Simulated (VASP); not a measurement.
Here is a VASP 6.6.1 calculation.

File INCAR:

```
ALGO     = Normal         # electronic algorithm
DIPOL    = 0.5 0.5 0.500
EDIFF    = 1E-6           # SCF threshold, eV
ENCUT    = 520            # plane-wave cutoff, eV
GGA      = PE             # functional
IDIPOL   = 3            
ISIF     = 2              # what is computed and relaxed
ISMEAR   = 0              # smearing method
IVDW     = 12             # dispersion correction
LASPH    = T              # aspherical terms in the spheres
LCHARG   = F              # write CHGCAR
LDIPOL   = T            
LREAL    = F              # projectors in reciprocal space
LWAVE    = F              # write WAVECAR
NBANDS   = 32             # bands
NELM     = 60             # most SCF steps
PREC     = Accurate       # precision mode
SIGMA    = 0.01           # smearing width, eV
```

KPOINTS

```
k-points
0
Gamma
  9 9 1
```

POSCAR

```
Bi2Te3
1.0
    4.3534681984      0.0000000000      0.0000000000
   -2.1767340992      3.7702140544      0.0000000000
    0.0000000000      0.0000000000     41.0265819360
Te Bi
3 2
Direct
    0.0000000000      0.0000000000      0.4077487505
    0.6666666667      0.3333333333      0.5000000000
    0.3333333333      0.6666666667      0.5922512495
    0.3333333333      0.6666666667      0.4501221368
    0.0000000000      0.0000000000      0.5498778632
```

Potentials or basis: VASP PAW PBE potentials, release 64 (Te, Bi_d).

Launch:

```bash
$ cat potpaw_PBE.64/Te/POTCAR potpaw_PBE.64/Bi_d/POTCAR > POTCAR
$ mpirun -np 1 vasp_std > vasp.out
```

Q: Estimate the largest force.

A: 0.012 eV/Å.

Q: What does it give for the band gap on the k mesh?

A: 1.05 eV (least direct gap 1.33 eV).

Forces in eV/Å, atoms in the order of the input:
```
Te   0.000  0.000 -0.012
Te   0.000  0.000  0.000
Te   0.000  0.000  0.012
Bi   0.000  0.000  0.010
Bi   0.000  0.000 -0.010
```

Caveat: spin-orbit coupling is left out, which moves the levels of the heavy elements.
